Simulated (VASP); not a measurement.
Write the native input for VASP 6.6.1 that does the following.

```yaml
Task: single point
Functional: PBE
Potentials_or_basis: VASP PAW PBE potentials, release 64 (Nb_sv)
Cutoff: 520 eV
k_mesh: 20 × 20 × 20
Occupations: gaussian, width 0.15 eV
Spin: no spin polarisation
Dipole_correction: no
Further_INCAR_settings: ALGO = Fast; EDIFF = 1e-07; NBANDS = 12
```

The structure of Nb lies in POSCAR:

```
Nb
1.0
    0.0000000000      2.1150000000      2.1150000000
    2.0092500000      0.0000000000      2.1150000000
    2.0092500000      2.1150000000      0.0000000000
Nb
1
Direct
    0.0000000000      0.0000000000      0.0000000000
```

This cell differs from its parent crystal: strain -0.0500 x Voigt [1, 0, 0, 0, 0, 0].

The input as run:

INCAR

```
SYSTEM = Nb
  ALGO = Fast
  EDIFF = 1E-7
  ENCUT = 520
  GGA = PE
  ISIF = 2
  ISMEAR = 0
  LASPH = .TRUE.
  LCHARG = .FALSE.
  LREAL = .FALSE.
  LWAVE = .FALSE.
  NBANDS = 12
  NELM = 60
  PREC = Accurate
  SIGMA = 0.15
```

KPOINTS

```
k-points
0
G
  20 20 20
  0 0 0
```

Potentials or basis: VASP PAW PBE potentials, release 64 (Nb_sv).

The run is started by

```sh
$ cat potpaw_PBE.64/Nb_sv/POTCAR > POTCAR
$ mpirun -np 1 vasp_std > vasp.out
```

It gave:

- Pressure: 6.7 GPa
- Band gap on the k mesh: zero (an odd number of electrons rules out a gap without spin polarisation)

Caveat: the cell differs from its parent crystal (strain -0.0500 x Voigt [1, 0, 0, 0, 0, 0]); the stress differs along the axes, from -3 to 11 GPa.

Wall time 7.1 min on 1 thread of Intel Xeon 8259CL, with other jobs on the host, peak memory 0.26 GiB.
